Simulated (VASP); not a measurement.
## CsH: single point with LDA

The system is CsH.

```
Cs H
1.0
    -0.05313    3.18800    3.18800
     3.18800   -0.05313    3.18800
     3.13487    3.13487    0.00000
Cs H
1 1
Cartesian
  0.0000 0.0000 0.0000
  3.1349 3.1349 3.1880
```

- Program: VASP 6.6.1
- Task: single point
- Functional: LDA
- Potentials or basis: VASP PAW LDA potentials, release 64 (Cs_sv, H)
- Cutoff: 520 eV
- k mesh: 5 × 5 × 5
- Occupations: gaussian, width 0.05 eV
- Spin: no spin polarisation
- Dipole correction: no
- Further INCAR settings: ALGO = Normal; EDIFF = 1e-06; NBANDS = 12

* Pressure: -1.2 GPa
* Band gap on the k mesh: 2.44 eV, indirect (least direct gap 2.46 eV)

Stress tensor (GPa, compression positive):
```
-1.24  0.18  0.00
 0.18 -1.24  0.00
 0.00  0.00 -1.25
```

Levels at points of the mesh, in eV from the valence-band top:
| k point | band 2 | band 3 | band 4 | band 5 | band 6 | band 7 | band 8 | band 9 |
| --- | --- | --- | --- | --- | --- | --- | --- | --- |
| (0.00, 0.00, 0.00) | -7.68 | -7.67 | -7.66 | -1.65 | 5.06 | 5.17 | 5.36 | 5.91 |

It took 15 s on 1 thread of AMD EPYC 7R13 Processor (Zen 3) (shared host), peak memory 0.14 GiB.

Caveat: spin-orbit coupling is left out, which moves the levels of the heavy elements. LDA gaps usually lie below the measured ones, often by a third to a half.
